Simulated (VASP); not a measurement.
# Al3InSb4 (Cm) in VASP: notebook, part 2 of 2

VASP 6.6.1. The steps go on from the part before.

## Step 3: Single point, LDA

This run uses another cell than the first one, of 29.63 Å³/atom.

File INCAR:

```
PREC = Accurate
ENCUT = 500
EDIFF = 1E-6
ISMEAR = 0
SIGMA = 0.02
LREAL = False
LASPH = True
NELM = 120
ALGO = Normal
ISIF = 2
LWAVE = False
LCHARG = False
NBANDS = 31
GGA_COMPAT = False
```

File KPOINTS:

```
regular mesh
0
Gamma
  6 6 4
```

File POSCAR:

```
Al3InSb4
1.0
   -3.0983773282      3.0983773282      0.0000000000
   -3.0914221224     -6.1897994506      3.0913338695
    3.0937681617      3.0937681617      6.1827545219
In Al Sb
1 3 4
Direct
    0.0006694148      0.0013388296      0.0009769984
    0.7511598667      0.5023197334      0.2537612847
    0.5002028626      0.0004057252      0.4993010912
    0.2479578318      0.4959156636      0.7458518676
    0.1956133846      0.3912267691      0.0653381949
    0.9362483279      0.8724966557      0.3242988951
    0.6856594896      0.3713189791      0.5618926583
    0.4324888221      0.8649776441      0.7985790098
```

Potentials or basis: VASP PAW LDA potentials, release 64 (In_d, Al, Sb).

The run is started by

```sh
> cat potpaw_LDA.64/In_d/POTCAR potpaw_LDA.64/Al/POTCAR potpaw_LDA.64/Sb/POTCAR > POTCAR
> mpirun -np 1 vasp_std > vasp.out
```

OUTCAR:

```text
PREC = Accurate
   ENCUT = 500
   EDIFF = 1E-6
   ISMEAR = 0
   LREAL = False
   LASPH = True
   NELM = 120
   ISIF = 2

 ion  position               nearest neighbor table
   1  0.001  0.001  0.001-   8 2.76   8 2.76   6 2.77   5 2.78
   2  0.751  0.502  0.254-   6 2.64   5 2.66   5 2.66   7 2.67
   3  0.500  0.000  0.499-   8 2.62   6 2.64   6 2.64   7 2.65
   4  0.248  0.496  0.746-   8 2.64   5 2.66   7 2.67   7 2.67
   5  0.196  0.391  0.065-   4 2.66   2 2.66   2 2.66   1 2.78
   6  0.936  0.872  0.324-   3 2.64   3 2.64   2 2.64   1 2.77
   7  0.686  0.371  0.562-   3 2.65   4 2.67   4 2.67   2 2.67
   8  0.432  0.865  0.799-   3 2.62   4 2.64   1 2.76   1 2.76

  LATTYP: Found a base centered monoclinic cell.
 ALAT       =    14.5088775632
 B/A-ratio  =     0.3020059422
 C/A-ratio  =     0.5220424202
 COS(beta)  =    -0.1747320440

  Lattice vectors:

 A1 = (  -6.1897994506,  -3.0914221224,   3.0913338695)
 A2 = (  -3.0914221224,  -6.1897994506,   3.0913338695)
 A3 = (   3.0937681617,   3.0937681617,   6.1827545219)

Analysis of symmetry for initial positions (statically):
=====================================================================
 Subroutine PRICEL returns:
 Original cell was already a primitive cell.

 Routine SETGRP: Setting up the symmetry group for a
 base centered monoclinic supercell.

 Subroutine GETGRP returns: Found  2 space group operations
 (whereof  2 operations were pure point group operations)
 out of a pool of  4 trial point group operations.

The static configuration has the point symmetry C_1h.

Analysis of symmetry for dynamics (positions and initial velocities):
=====================================================================
[... 142 lines left out ...]
     AMIX_MAG =   1.60;   BMIX_MAG =  1.00
  volume/ion in A,a.u.               =      29.63       199.97
  Fermi-wavevector in a.u.,A,eV,Ry     =   0.919471  1.737548 11.502732  0.845427
  Thomas-Fermi vector in A             =   2.044669
   LORBIT       =      0    0 simple, 1 ext, 2 COOP (PROOUT), +10 PAW based schemes
   GGA     = CA    functional components
   LHFCALC =     F    Hartree Fock is set to
   AEXX    =    0.0000 exact exchange contribution
   IVDW    =     0    specifies the selected vdW correction
   LEPSILON=     F    determine dielectric tensor
   LRPA    =     F    only Hartree local field effects (RPA)
 non-spin polarized calculation
 Gauss-broadening in eV      SIGMA  =   0.02
  energy-cutoff  :      500.00
  volume of cell :      237.06
 maximum number of plane-waves:      6041
   NGX = 15   NGY = 27   NGZ = 27

 number of electron      42.0000004 magnetization

 Free energy of the ion-electron system (eV)
  ---------------------------------------------------
  ext. energy  EPLUGINS =         0.00000000
  ---------------------------------------------------
  free energy    TOTEN  =       -36.01543454 eV

  energy without entropy =      -36.01543454  energy(sigma->0) =      -36.01543454

 E-fermi :   5.0563     XC(G=0):  -8.9889

 val. band max:        4.9388484089   @ k =   0.0000   0.0000   0.0000
 cond. band min:       5.8460084010   @ k =   0.0000   0.5000   0.0000
 fundamental gap:      0.9071599920
 Fermi energy:         5.0563331769

 k-point     1 :       0.0000    0.0000    0.0000
  band No.  band energies     occupation
      1      -9.5196      2.00000
      2      -9.4935      2.00000
      3      -9.4678      2.00000
      4      -9.4022      2.00000
      5      -9.3935      2.00000
      6      -5.9739      2.00000
[... 805 lines left out ...]
     30       9.3144      0.00000
     31       9.6010      0.00000

 [... further k-points ...]

------------------------ aborting loop because EDIFF is reached ----------------------------------------

  FORCE on cell =-STRESS in cart. coord.  units (eV):
  Direction    XX          YY          ZZ          XY          YZ          ZX
  --------------------------------------------------------------------------------------
  -------------------------------------------------------------------------------------
  Total        0.4302799      0.4302799      0.4236168      0.0048846     -0.0031697     -0.0031698
  in kB        2.9080510      2.9080510      2.8630180      0.0330124     -0.0214227     -0.0214228
  external PRESSURE =       2.8930400 kB  Pullay stress =       0.0000000 kB

 VOLUME and BASIS-vectors are now :
 -----------------------------------------------------------------------------
  energy-cutoff  :      500.00
  volume of cell :      237.06
      direct lattice vectors                 reciprocal lattice vectors
    -3.098377328  3.098377328  0.000000000    -0.201779009  0.120970577  0.040435465
    -3.091422122 -6.189799451  3.091333870    -0.080808431 -0.080808431  0.080870929
     3.093768162  3.093768162  6.182754522     0.040403649  0.040403649  0.121305310

 POSITION                                       TOTAL-FORCE (eV/Angst)
 -----------------------------------------------------------------------------------
     -0.00319     -0.00319      0.01018        -0.000559     -0.000559      0.000018
     -3.09518      0.00320      3.12178         0.002204      0.002204     -0.001847
     -0.00635      3.09203      3.08831        -0.002377     -0.002377     -0.000732
      0.00614      0.00614      6.14446         0.002134      0.002134     -0.002543
     -1.61339     -1.61339      1.61338         0.007718      0.007718     -0.007996
     -4.59480     -1.49642      4.70224        -0.009946     -0.009946     -0.009275
     -1.53397      1.56441      4.62192        -0.000128     -0.000128      0.000530
     -1.54341     -1.54341      7.61135         0.000954      0.000954      0.021845
 -----------------------------------------------------------------------------------
    total drift:                               -0.000309     -0.000371      0.000073

  FREE ENERGIE OF THE ION-ELECTRON SYSTEM (eV)
  ---------------------------------------------------
  free  energy   TOTEN  =       -36.0154345366 eV

  energy  without entropy=      -36.0154345366  energy(sigma->0) =      -36.01543454
```

OSZICAR:

```text
N       E                     dE             d eps       ncg     rms          rms(c)
DAV:   1     0.249669411473E+03    0.24967E+03   -0.14713E+04  2914   0.110E+03
DAV:   2    -0.115287286945E+02   -0.26120E+03   -0.25002E+03  3251   0.251E+02
DAV:   3    -0.357658954242E+02   -0.24237E+02   -0.23738E+02  3662   0.849E+01
DAV:   4    -0.366456969410E+02   -0.87980E+00   -0.87822E+00  3625   0.186E+01
DAV:   5    -0.366845428311E+02   -0.38846E-01   -0.38843E-01  4328   0.389E+00    0.775E+00
DAV:   6    -0.361815938267E+02    0.50295E+00   -0.53197E-01  4011   0.602E+00    0.470E+00
DAV:   7    -0.360207110569E+02    0.16088E+00   -0.48743E-01  3616   0.331E+00    0.851E-01
DAV:   8    -0.360153328019E+02    0.53783E-02   -0.36043E-02  3939   0.143E+00    0.788E-01
DAV:   9    -0.360155068496E+02   -0.17405E-03   -0.48426E-03  3561   0.356E-01    0.125E-01
DAV:  10    -0.360154181886E+02    0.88661E-04   -0.62630E-04  4206   0.256E-01    0.631E-02
DAV:  11    -0.360154288579E+02   -0.10669E-04   -0.63923E-05  3410   0.377E-02    0.299E-02
DAV:  12    -0.360154342473E+02   -0.53894E-05   -0.11655E-05  3528   0.168E-02    0.139E-02
DAV:  13    -0.360154345366E+02   -0.28931E-06   -0.51986E-07  2243   0.428E-03
   1 F= -.36015435E+02 E0= -.36015435E+02  d E =-.809158E-19
```

stdout:

```text
POSCAR found type information on POSCAR InAlSb
 POSCAR found :  3 types and       8 ions
 scaLAPACK will be used
 LDA part: xc-table for (Slater(with rela. corr.)+CA(PZ))
 , standard interpolation
 POSCAR, INCAR and KPOINTS ok, starting setup
 FFT: planning ... GRIDC
 FFT: planning ... GRID_SOFT
 FFT: planning ... GRID
 WAVECAR not read
 entering main loop
```

It took 7.3 min on 1 thread of Oxide Virtual Turin-like, shared host; peak memory 0.42 GiB.

Results:

- Free energy: -36.0154 eV
- Pressure: 0.3 GPa
- Largest force: 0.022 eV/Å
- Band gap on the k mesh: 0.91 eV (least direct gap 1.01 eV)

Forces on the atoms (eV/Å):
```
In  -0.001 -0.001  0.000
Al   0.002  0.002 -0.002
Al  -0.002 -0.002 -0.001
Al   0.002  0.002 -0.003
Sb   0.008  0.008 -0.008
Sb  -0.010 -0.010 -0.009
Sb   0.000  0.000  0.001
Sb   0.001  0.001  0.022
```

Caveat: spin-orbit coupling is left out, which moves the levels of the heavy elements. A k mesh can miss the band edges.

## Step 4: Single point, LDA

This run uses another cell than the first one, of 29.63 Å³/atom.

File INCAR:

```
SYSTEM = Al3InSb4
PREC = Accurate ; ENCUT = 500
EDIFF = 1E-6 ; ISMEAR = 0
SIGMA = 0.02 ; LREAL = .False.
LASPH = .True. ; NELM = 120
ALGO = Normal ; ISIF = 2
LWAVE = .False. ; LCHARG = .False.
GGA = CA ; NBANDS = 31
GGA_COMPAT = .False.
```

File KPOINTS:

```
Automatic mesh
0
Gamma
  6 6 4
  0 0 0
```

POSCAR is that of step 3.

The run is started by

```sh
> cat potpaw_LDA.64/In_d/POTCAR potpaw_LDA.64/Al/POTCAR potpaw_LDA.64/Sb/POTCAR > POTCAR
> mpirun -np 1 vasp_std > vasp.out
```

It took 8.5 min on 1 thread of Oxide Virtual Turin-like, shared host; peak memory 0.41 GiB.

Results (log left out):

```yaml
Free_energy: -36.0154 eV
Pressure: 0.3 GPa
Largest_force: 0.022 eV/Å
Band_gap_on_the_k_mesh: 0.91 eV (least direct gap 1.01 eV)
```

Forces on the atoms (eV/Å):
```
In  -0.001 -0.001  0.000
Al   0.002  0.002 -0.002
Al  -0.002 -0.002 -0.001
Al   0.002  0.002 -0.003
Sb   0.008  0.008 -0.008
Sb  -0.010 -0.010 -0.009
Sb   0.000  0.000  0.001
Sb   0.001  0.001  0.022
```

Levels at points of the mesh, in eV from the valence-band top:
| k point | band 19 | band 20 | band 21 | band 22 | band 23 | band 24 |
| --- | --- | --- | --- | --- | --- | --- |
| (0.00, 0.00, 0.00) | -0.09 | -0.04 | 0.00 | 1.01 | 1.04 | 1.60 |
| (0.50, 0.00, 0.00) | -2.29 | -1.57 | -1.45 | 2.35 | 2.42 | 2.62 |
| (0.00, 0.50, 0.00) | -0.79 | -0.48 | -0.37 | 0.91 | 1.16 | 1.26 |
| (0.00, 0.00, 0.50) | -1.08 | -0.99 | -0.80 | 1.77 | 1.97 | 2.16 |
| (0.50, 0.00, 0.50) | -1.66 | -1.00 | -0.97 | 0.93 | 1.11 | 1.25 |
| (0.00, 0.50, 0.50) | -1.71 | -0.80 | -0.45 | 1.52 | 1.71 | 2.05 |

Caveat: spin-orbit coupling is left out, which moves the levels of the heavy elements. A k mesh can miss the band edges.
